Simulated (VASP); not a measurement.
# SrO (sol) (Fm-3m) in VASP: a series of runs

The runs below take SrO (sol) through single point, with PBEsol.

Everything below comes from runs of VASP 6.6.1. Logs are shortened: lines on timing, memory, paths and dates and some standing lists are left out, and cuts for length are marked.

## 1. The cell of the first run

Symmetry: Fm-3m, No. 225, cubic system. Conventional cell: a = 5.161 Å, b = 5.161 Å, c = 5.161 Å, α = 90.00°, β = 90.00°, γ = 90.00°. Within 3.4 Å of Sr (site symmetry m-3m) lie 6 O at 2.58 Å. O (site symmetry m-3m) has 6 Sr at 2.58 Å within 3.4 Å.

## 2. Single point, PBEsol

The input, INCAR:

```
SYSTEM = SrO
PREC = Accurate ; ENCUT = 600
EDIFF = 1E-6 ; ISMEAR = 0
SIGMA = 0.1 ; LREAL = .False.
LASPH = .True. ; NELM = 120
ALGO = Normal ; ISIF = 2
LWAVE = .False. ; LCHARG = .True.
GGA = PS ; LELF = .True.
LVHAR = .True. ; NBANDS = 15
GGA_COMPAT = .False.
```

The input, KPOINTS:

```
regular mesh
0
Gamma
  6 6 6
  0 0 0
```

The input, POSCAR:

```
SrO
1.0
    0.0000000000      2.5806600000      2.5806600000
    2.5806600000      0.0000000000      2.5806600000
    2.5806600000      2.5806600000      0.0000000000
Sr O
1 1
Direct
    0.0000000000      0.0000000000      0.0000000000
    0.5000000000      0.5000000000      0.5000000000
```

Potentials or basis: VASP PAW PBE potentials, release 64 (Sr_sv, O).

Run with:

```sh
$ cat potpaw_PBE.64/Sr_sv/POTCAR potpaw_PBE.64/O/POTCAR > POTCAR
$ mpirun -np 1 vasp_std > vasp.out
```

OUTCAR:

```text
SYSTEM = SrO
   PREC = Accurate
   ENCUT = 600
   EDIFF = 1E-6
   ISMEAR = 0
   LREAL = .False.
   LASPH = .True.
   NELM = 120
   ISIF = 2
   GGA = PS

 ion  position               nearest neighbor table
   1  0.000  0.000  0.000-   2 2.58   2 2.58   2 2.58   2 2.58   2 2.58   2 2.58
   2  0.500  0.500  0.500-   1 2.58   1 2.58   1 2.58   1 2.58   1 2.58   1 2.58

  LATTYP: Found a face centered cubic cell.
 ALAT       =     5.1613200000

  Lattice vectors:

 A1 = (   0.0000000000,   2.5806600000,   2.5806600000)
 A2 = (   2.5806600000,   0.0000000000,   2.5806600000)
 A3 = (   2.5806600000,   2.5806600000,   0.0000000000)

Analysis of symmetry for initial positions (statically):
=====================================================================
 Subroutine PRICEL returns:
 Original cell was already a primitive cell.

 Routine SETGRP: Setting up the symmetry group for a
 face centered cubic supercell.

 Subroutine GETGRP returns: Found 48 space group operations
[... 9 lines left out ...]

 Routine SETGRP: Setting up the symmetry group for a
 face centered cubic supercell.

 Subroutine GETGRP returns: Found 48 space group operations
[... 11 lines left out ...]
                                     Primitive cell

  volume of cell :      34.3734

  direct lattice vectors                    reciprocal lattice vectors
     0.000000000  2.580660000  2.580660000    -0.193748886  0.193748886  0.193748886
     2.580660000  0.000000000  2.580660000     0.193748886 -0.193748886  0.193748886
     2.580660000  2.580660000  0.000000000     0.193748886  0.193748886 -0.193748886

  length of vectors
     3.649604372  3.649604372  3.649604372     0.335582914  0.335582914  0.335582914

  position of ions in fractional coordinates (direct lattice)
     0.000000000  0.000000000  0.000000000
     0.500000000  0.500000000  0.500000000

  ion indices of the primitive-cell ions
   primitive index   ion index
                 1           1
                 2           2

----------------------------------------------------------------------------------------

 KPOINTS: regular mesh

Automatic generation of k-mesh.
 Grid dimensions read from file:
 generate k-points for:    6    6    6

 Generating k-lattice:

  Cartesian coordinates                     Fractional coordinates (reciprocal lattice)
    -0.032291481  0.032291481  0.032291481     0.166666667  0.000000000  0.000000000
     0.032291481 -0.032291481  0.032291481     0.000000000  0.166666667  0.000000000
     0.032291481  0.032291481 -0.032291481     0.000000000  0.000000000  0.166666667

  Length of vectors
     0.055930486  0.055930486  0.055930486

  Shift w.r.t. Gamma in fractional coordinates (k-lattice)
     0.000000000  0.000000000  0.000000000

 Subroutine IBZKPT returns following result:
 ===========================================

 Found     16 irreducible k-points:

 Following reciprocal coordinates:
            Coordinates               Weight
  0.000000  0.000000  0.000000      1.000000
  0.166667  0.000000  0.000000      8.000000
  0.333333  0.000000  0.000000      8.000000
  0.500000  0.000000  0.000000      4.000000
  0.166667  0.166667  0.000000      6.000000
  0.333333  0.166667  0.000000     24.000000
[... 8 lines left out ...]
 -0.333333  0.333333  0.166667     24.000000
 -0.333333  0.500000  0.166667     12.000000
   k-points           NKPTS =     16   k-points in BZ     NKDIM =     16   number of bands    NBANDS=     15
   number of dos      NEDOS =    301   number of ions     NIONS =      2
   total plane-waves  NPLWV =  27000
   dimension x,y,z NGX =    30 NGY =   30 NGZ =   30
   dimension x,y,z NGXF=    60 NGYF=   60 NGZF=   60
   ions per type =               1   1
   NGX,Y,Z   is equivalent  to a cutoff of  13.67, 13.67, 13.67 a.u.
   NGXF,Y,Z  is equivalent  to a cutoff of  27.33, 27.33, 27.33 a.u.
 SYSTEM =  SrO
   PREC   = accura    normal or accurate (medium, high low for compatibility)
   ISTART =      0    job   : 0-new  1-cont  2-samecut
   ICHARG =      2    charge: 1-file 2-atom 10-const
   ISPIN  =      1    spin polarized calculation?
   LNONCOLLINEAR =      F non collinear calculations
   LSORBIT =      F    spin-orbit coupling
   LASPH  =      T    aspherical Exc in radial PAW
   ENCUT  =  600.0 eV  44.10 Ry    6.64 a.u.   7.29  7.29  7.29*2*pi/ulx,y,z
   NELM   =    120;   NELMIN=  2; NELMDL= -5     # of ELM steps
   EDIFF  = 0.1E-05   stopping-criterion for ELM
   LREAL  =      F    real-space projection
   EDIFFG = 0.1E-04   stopping-criterion for IOM
   NSW    =      0    number of steps for IOM
   IBRION =     -1    ionic relax: 0-MD 1-quasi-New 2-CG
   NFREE  =      0    steps in history (QN), initial steepest desc. (CG)
   ISIF   =      2    stress and relaxation
   ISYM   =      2    0-nonsym 1-usesym 2-fastsym
   POTIM  = 0.5000    time-step for ionic-motion
   TEBEG  =    0.0;   TEEND  =   0.0 temperature during run
   PSTRESS=    0.0 pullay stress
   NELECT =      16.0000    total number of electrons
   NUPDOWN=      -1.0000    fix difference up-down
   EMIN   =  10.00;   EMAX   =-10.00  energy-range for DOS
   EFERMI =   0.00;   METHOD = LEGACY
   ISMEAR =     0;   SIGMA  =   0.10  broadening in eV -4-tet -1-fermi 0-gaus
   EFERMI_NEDOS =   21; number of points for ismear=-14 and -15
   IALGO  =     38    algorithm
   IMIX   =      4    mixing-type and parameters
     AMIX     =   0.40;   BMIX     =  1.00
     AMIX_MAG =   1.60;   BMIX_MAG =  1.00
  volume/ion in A,a.u.               =      17.19       115.98
  Fermi-wavevector in a.u.,A,eV,Ry     =   1.268744  2.397579 21.901456  1.609712
  Thomas-Fermi vector in A             =   2.401823
   LORBIT       =      0    0 simple, 1 ext, 2 COOP (PROOUT), +10 PAW based schemes
   GGA     = PS    functional components
   LHFCALC =     F    Hartree Fock is set to
   AEXX    =    0.0000 exact exchange contribution
   IVDW    =     0    specifies the selected vdW correction
   LEPSILON=     F    determine dielectric tensor
   LRPA    =     F    only Hartree local field effects (RPA)
 non-spin polarized calculation
 Gauss-broadening in eV      SIGMA  =   0.10
  energy-cutoff  :      600.00
  volume of cell :       34.37
 maximum number of plane-waves:      1167
 NGX is ok and might be reduce to    30
   NGX = 15   NGY = 15   NGZ = 15

 number of electron      15.9999998 magnetization

 Free energy of the ion-electron system (eV)
  ---------------------------------------------------
  ext. energy  EPLUGINS =         0.00000000
  ---------------------------------------------------
  free energy    TOTEN  =       -12.63886271 eV

  energy without entropy =      -12.63886271  energy(sigma->0) =      -12.63886271

 E-fermi :   1.8574     XC(G=0): -10.2232

 val. band max:        1.4351198272   @ k =   0.0000   0.0000   0.0000
 cond. band min:       4.5991795842   @ k =   0.5000   0.5000   0.0000
 fundamental gap:      3.1640597570
 Fermi energy:         1.8574009834

 k-point     1 :       0.0000    0.0000    0.0000
  band No.  band energies     occupation
      1     -30.8403      2.00000
      2     -13.5484      2.00000
      3     -12.5047      2.00000
      4     -12.5047      2.00000
      5     -12.5047      2.00000
      6       1.4351      2.00000
      7       1.4351      2.00000
      8       1.4351      2.00000
      9       5.1797      0.00000
     10       7.5742      0.00000
     11       7.5742      0.00000
     12       7.5742      0.00000
     13       9.7434      0.00000
     14       9.7434      0.00000
     15      13.8677      0.00000

 k-point     2 :       0.1667    0.0000    0.0000
  band No.  band energies     occupation
      1     -30.8071      2.00000
      2     -14.1087      2.00000
      3     -12.5255      2.00000
      4     -12.5255      2.00000
      5     -12.0265      2.00000
      6       0.6931      2.00000
      7       1.1081      2.00000
      8       1.1081      2.00000
      9       6.3430      0.00000
     10       7.3551      0.00000
     11       8.1081      0.00000
     12       8.1081      0.00000
     13      10.4359      0.00000
     14      10.4359      0.00000
     15      15.5409      0.00000

 k-point     3 :       0.3333    0.0000    0.0000
  band No.  band energies     occupation
      1     -30.7395      2.00000
      2     -14.7921      2.00000
      3     -12.5664      2.00000
      4     -12.5664      2.00000
      5     -11.5078      2.00000
      6      -0.3446      2.00000
      7       0.5491      2.00000
      8       0.5491      2.00000
      9       7.5199      0.00000
     10       8.4739      0.00000
     11       9.4034      0.00000
     12       9.4034      0.00000
     13      11.9941      0.00000
     14      11.9941      0.00000
     15      17.0956      0.00000

 k-point     4 :       0.5000    0.0000    0.0000
  band No.  band energies     occupation
      1     -30.7052      2.00000
      2     -15.0618      2.00000
      3     -12.5864      2.00000
      4     -12.5864      2.00000
      5     -11.3205      2.00000
      6      -0.7675      2.00000
      7       0.3036      2.00000
      8       0.3036      2.00000
      9       7.8772      0.00000
     10       9.6339      0.00000
     11      10.2174      0.00000
     12      10.2174      0.00000
     13      13.2919      0.00000
     14      13.2919      0.00000
     15      16.0147      0.00000
[... 163 lines left out ...]
 k-point    14 :       0.5000    0.3333    0.1667
  band No.  band energies     occupation
      1     -30.6968      2.00000
      2     -14.5411      2.00000
      3     -12.9194      2.00000
      4     -12.7520      2.00000
      5     -11.8432      2.00000
      6       0.0751      2.00000
      7       0.6070      2.00000
      8       1.0618      2.00000
      9       6.3863      0.00000
     10       8.4938      0.00000
     11      10.1512      0.00000
     12      10.8020      0.00000
     13      12.1643      0.00000
     14      13.3943      0.00000
     15      15.5198      0.00000

 k-point    15 :      -0.3333    0.3333    0.1667
  band No.  band energies     occupation
      1     -30.6746      2.00000
      2     -14.5274      2.00000
      3     -13.0344      2.00000
      4     -12.8892      2.00000
      5     -11.8144      2.00000
      6       0.0927      2.00000
      7       0.7515      2.00000
      8       0.8107      2.00000
      9       7.5333      0.00000
     10       7.6505      0.00000
     11      10.3144      0.00000
     12      11.4775      0.00000
     13      12.8202      0.00000
     14      14.1611      0.00000
     15      14.9560      0.00000

 k-point    16 :      -0.3333    0.5000    0.1667
  band No.  band energies     occupation
      1     -30.6648      2.00000
      2     -14.1024      2.00000
      3     -13.3180      2.00000
      4     -13.0232      2.00000
      5     -12.1003      2.00000
      6       0.5463      2.00000
      7       0.9525      2.00000
      8       1.0816      2.00000
      9       5.9799      0.00000
     10       8.8918      0.00000
     11       9.7896      0.00000
     12      12.3712      0.00000
     13      12.5163      0.00000
     14      14.1398      0.00000
     15      14.7396      0.00000

------------------------ aborting loop because EDIFF is reached ----------------------------------------

  FORCE on cell =-STRESS in cart. coord.  units (eV):
  Direction    XX          YY          ZZ          XY          YZ          ZX
  --------------------------------------------------------------------------------------
  -------------------------------------------------------------------------------------
  Total       -0.3268121     -0.3268121     -0.3268121      0.0000000      0.0000000      0.0000000
  in kB      -15.2330328    -15.2330328    -15.2330328      0.0000000      0.0000000      0.0000000
  external PRESSURE =     -15.2330328 kB  Pullay stress =       0.0000000 kB

 VOLUME and BASIS-vectors are now :
 -----------------------------------------------------------------------------
  energy-cutoff  :      600.00
  volume of cell :       34.37
      direct lattice vectors                 reciprocal lattice vectors
     0.000000000  2.580660000  2.580660000    -0.193748886  0.193748886  0.193748886
     2.580660000  0.000000000  2.580660000     0.193748886 -0.193748886  0.193748886
     2.580660000  2.580660000  0.000000000     0.193748886  0.193748886 -0.193748886

 POSITION                                       TOTAL-FORCE (eV/Angst)
 -----------------------------------------------------------------------------------
      0.00000      0.00000      0.00000         0.000000      0.000000     -0.000000
      2.58066      2.58066      2.58066        -0.000000      0.000000      0.000000
 -----------------------------------------------------------------------------------
    total drift:                                0.000000      0.000000      0.000000

  FREE ENERGIE OF THE ION-ELECTRON SYSTEM (eV)
  ---------------------------------------------------
  free  energy   TOTEN  =       -12.6388627130 eV

  energy  without entropy=      -12.6388627130  energy(sigma->0) =      -12.63886271
```

It took 6.3 s on 1 thread of Intel Xeon 6975P-C (Granite Rapids), shared host; peak memory 0.17 GiB.

Results:

| Item | Value |
| --- | --- |
| Free energy | -12.6389 eV |
| Pressure | -1.5 GPa |
| Band gap on the k mesh | 3.16 eV, indirect (least direct gap 3.26 eV) |

Caveat: the PAW data sets were made with another functional, which shifts forces and pressure a little. A k mesh can miss the band edges.

## 3. Single point, PBEsol

This run uses another cell than the first one, of 16.80 Å³/atom, 0.978 times its volume.

The input, INCAR:

```
PREC = Accurate ; ENCUT = 600
EDIFF = 1E-6 ; ISMEAR = 0
SIGMA = 0.02 ; LREAL = F
LASPH = T ; NELM = 120
ALGO = Normal ; ISIF = 2
LWAVE = F ; LCHARG = F
GGA = PS ; NBANDS = 15
GGA_COMPAT = F
```

The input, KPOINTS:

```
Automatic mesh
0
Gamma
  8 8 8
```

The input, POSCAR:

```
SrO
1.0
    0.0000000000      2.5612125450      2.5612125450
    2.5612125450      0.0000000000      2.5612125450
    2.5612125450      2.5612125450      0.0000000000
Sr O
1 1
Direct
    0.0000000000      0.0000000000      0.0000000000
    0.5000000000      0.5000000000      0.5000000000
```

Potentials or basis: VASP PAW PBE potentials, release 64 (Sr_sv, O).

Run with:

```sh
$ cat potpaw_PBE.64/Sr_sv/POTCAR potpaw_PBE.64/O/POTCAR > POTCAR
$ mpirun -np 1 vasp_std > vasp.out
```

OUTCAR:

```text
PREC = Accurate
   ENCUT = 600
   EDIFF = 1E-6
   ISMEAR = 0
   LREAL = F
   LASPH = T
   NELM = 120
   ISIF = 2
   GGA = PS

 ion  position               nearest neighbor table
   1  0.000  0.000  0.000-   2 2.56   2 2.56   2 2.56   2 2.56   2 2.56   2 2.56
   2  0.500  0.500  0.500-   1 2.56   1 2.56   1 2.56   1 2.56   1 2.56   1 2.56

  LATTYP: Found a face centered cubic cell.
 ALAT       =     5.1224250900

  Lattice vectors:

 A1 = (   0.0000000000,   2.5612125450,   2.5612125450)
 A2 = (   2.5612125450,   0.0000000000,   2.5612125450)
 A3 = (   2.5612125450,   2.5612125450,   0.0000000000)

Analysis of symmetry for initial positions (statically):
=====================================================================
 Subroutine PRICEL returns:
 Original cell was already a primitive cell.

 Routine SETGRP: Setting up the symmetry group for a
 face centered cubic supercell.

 Subroutine GETGRP returns: Found 48 space group operations
[... 9 lines left out ...]

 Routine SETGRP: Setting up the symmetry group for a
 face centered cubic supercell.

 Subroutine GETGRP returns: Found 48 space group operations
[... 165 lines left out ...]
      5     -12.2957      2.00000
      6       1.5416      2.00000
      7       1.5416      2.00000
      8       1.5416      2.00000
      9       5.4459      0.00000
     10       7.7285      0.00000
     11       7.7285      0.00000
     12       7.7285      0.00000
     13       9.9497      0.00000
     14       9.9497      0.00000
[... 401 lines left out ...]
      2     -14.6925      2.00000
      3     -12.7110      2.00000
      4     -12.5413      2.00000
      5     -11.4688      2.00000
      6      -0.0835      2.00000
      7       0.6547      2.00000
      8       0.7389      2.00000
      9       7.8795      0.00000
     10       8.2318      0.00000
     11      10.9151      0.00000
     12      11.1131      0.00000
     13      13.2744      0.00000
     14      14.5475      0.00000
     15      14.9193      0.00000

 [... further k-points ...]

------------------------ aborting loop because EDIFF is reached ----------------------------------------

  FORCE on cell =-STRESS in cart. coord.  units (eV):
  Direction    XX          YY          ZZ          XY          YZ          ZX
  --------------------------------------------------------------------------------------
  -------------------------------------------------------------------------------------
  Total        0.1174151      0.1174151      0.1174151      0.0000000     -0.0000000      0.0000000
  in kB        5.5984492      5.5984492      5.5984492      0.0000000     -0.0000000      0.0000000
  external PRESSURE =       5.5984492 kB  Pullay stress =       0.0000000 kB

 VOLUME and BASIS-vectors are now :
 -----------------------------------------------------------------------------
  energy-cutoff  :      600.00
  volume of cell :       33.60
      direct lattice vectors                 reciprocal lattice vectors
     0.000000000  2.561212545  2.561212545    -0.195220034  0.195220034  0.195220034
     2.561212545  0.000000000  2.561212545     0.195220034 -0.195220034  0.195220034
     2.561212545  2.561212545  0.000000000     0.195220034  0.195220034 -0.195220034

 POSITION                                       TOTAL-FORCE (eV/Angst)
 -----------------------------------------------------------------------------------
      0.00000      0.00000      0.00000         0.000000      0.000000      0.000000
      2.56121      2.56121      2.56121        -0.000000      0.000000     -0.000000
 -----------------------------------------------------------------------------------
    total drift:                                0.000000      0.000000      0.000000

  FREE ENERGIE OF THE ION-ELECTRON SYSTEM (eV)
  ---------------------------------------------------
  free  energy   TOTEN  =       -12.6405466990 eV

  energy  without entropy=      -12.6405466990  energy(sigma->0) =      -12.64054670
```

OSZICAR:

```text
N       E                     dE             d eps       ncg     rms          rms(c)
DAV:   1     0.744955664550E+02    0.74496E+02   -0.92518E+03   870   0.118E+03
DAV:   2    -0.110254047256E+02   -0.85521E+02   -0.76571E+02  1173   0.232E+02
DAV:   3    -0.145436919544E+02   -0.35183E+01   -0.34989E+01  1164   0.422E+01
DAV:   4    -0.146157790465E+02   -0.72087E-01   -0.72082E-01  1002   0.581E+00
DAV:   5    -0.146178156799E+02   -0.20366E-02   -0.20366E-02  1155   0.754E-01    0.174E+01
DAV:   6    -0.128112870190E+02    0.18065E+01   -0.56846E+00   891   0.184E+01    0.203E+01
DAV:   7    -0.126666224074E+02    0.14466E+00   -0.28637E-01  1031   0.473E+00    0.119E+01
DAV:   8    -0.126394705644E+02    0.27152E-01   -0.12314E-01  1143   0.341E+00    0.430E-01
DAV:   9    -0.126403680605E+02   -0.89750E-03   -0.58872E-03  1109   0.473E-01    0.231E-01
DAV:  10    -0.126404637693E+02   -0.95709E-04   -0.27841E-04   989   0.169E-01    0.856E-02
DAV:  11    -0.126405377557E+02   -0.73986E-04   -0.86173E-05   990   0.742E-02    0.248E-02
DAV:  12    -0.126405466748E+02   -0.89191E-05   -0.11701E-05   968   0.292E-02    0.102E-02
DAV:  13    -0.126405466990E+02   -0.24166E-07   -0.11355E-06   813   0.860E-03
   1 F= -.12640547E+02 E0= -.12640547E+02  d E =-.404259E-15
```

Wall time 9.3 s (1 thread of Intel Xeon 6975P-C (Granite Rapids), shared host); peak memory 0.17 GiB.

Results:

```yaml
Free_energy: -12.6405 eV
Pressure: 0.6 GPa
Band_gap_on_the_k_mesh: 3.15 eV, indirect (least direct gap 3.23 eV)
```

Levels at points of the mesh, in eV from the valence-band top:
| k point | band 5 | band 6 | band 7 | band 8 | band 9 | band 10 | band 11 | band 12 |
| --- | --- | --- | --- | --- | --- | --- | --- | --- |
| (0.00, 0.00, 0.00) | -13.84 | 0.00 | 0.00 | 0.00 | 3.90 | 6.19 | 6.19 | 6.19 |
| (0.50, 0.00, 0.00) | -12.64 | -2.25 | -1.18 | -1.18 | 6.54 | 8.38 | 8.91 | 8.91 |
| (0.50, 0.50, 0.00) | -14.23 | -0.42 | -0.08 | -0.08 | 3.15 | 7.85 | 10.27 | 10.32 |

Caveat: the PAW data sets were made with another functional, which shifts forces and pressure a little.
